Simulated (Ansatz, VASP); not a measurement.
Hg in VASP and in Ansatz

INCAR

```
SYSTEM = Hg
PREC     = Accurate       ! precision mode
ENCUT    = 520            ! plane-wave cutoff, eV
EDIFF    = 1E-7           ! SCF threshold, eV
ISMEAR   = -1             ! smearing method
SIGMA    = 0.05           ! smearing width, eV
LREAL    = .False.        ! projectors in reciprocal space
LASPH    = .True.         ! aspherical terms in the spheres
NELM     = 60             ! most SCF steps
ALGO     = Normal         ! electronic algorithm
ISIF     = 2              ! what is computed and relaxed
LWAVE    = .False.        ! write WAVECAR
LCHARG   = .True.         ! write CHGCAR
GGA      = PE             ! functional
LELF     = .True.         ! ELF
LVHAR    = .True.       
NBANDS   = 32             ! bands
```

KPOINTS

```
Automatic mesh
0
Gamma
  9 9 1
  0 0 0
```

Contents of POSCAR:

```
Hg
1.0
    3.0292220146      0.0000000000      0.0000000000
    0.2657824250      3.0175396793      0.0000000000
    0.0000000000      0.0000000000     24.1194020613
Hg
4
Direct
    0.6170788520      0.6170788520      0.3109529822
    0.6951314200      0.6951314200      0.4369843274
    0.7731839880      0.7731839880      0.5630156726
    0.8512365560      0.8512365560      0.6890470178
```

File input.yaml:

```yaml
crystal:
  lattice:
    - [3.0292220146, 0.0, 0.0]
    - [0.265782425, 3.0175396793, 0.0]
    - [0.0, 0.0, 24.1194020613]
  atoms:
    - { symbol: Hg, position: [0.617078852, 0.617078852, 0.3109529822] }
    - { symbol: Hg, position: [0.69513142, 0.69513142, 0.4369843274] }
    - { symbol: Hg, position: [0.773183988, 0.773183988, 0.5630156726] }
    - { symbol: Hg, position: [0.851236556, 0.851236556, 0.6890470178] }
kpoints:
  mp_grid: { grid: [9, 9, 1] }
scf:
  occupations: { method: fermi_dirac, width: 0.05 }
hamiltonian:
  xc: pbe
  pseudopotentials: { kind: all_electron, lapw: { basis_error: 0.001 } }
output:
  forces: true
  stress: true
  eigenvalues: true
  populations: true
```

Alike in both runs: task single point; functional PBE; k mesh 9 × 9 × 1; occupations fermi-dirac, width 0.05 eV; no spin polarisation.

|  | VASP | Ansatz |
| --- | --- | --- |
| version | VASP 6.6.1 | Ansatz 0.2.0 |
| potentials or method | VASP PAW PBE potentials, release 64 (Hg), cutoff 520 eV | all-electron LAPW, scalar-relativistic |

|  | VASP | Ansatz | Ansatz less VASP |
| --- | --- | --- | --- |
| gap on the k mesh at the Fermi level (eV) | none | none | - |
| rms of the force components (eV/Å) | 0.093 | 0.087 | -0.0059 |

Atom by atom the forces differ by 0.008 eV/Å (rms over components). A gap of «none» marks a metal or a gap that the smearing closes. Ansatz ran all-electron here, and VASP with PAW potentials.

Neither program's run includes spin-orbit coupling.
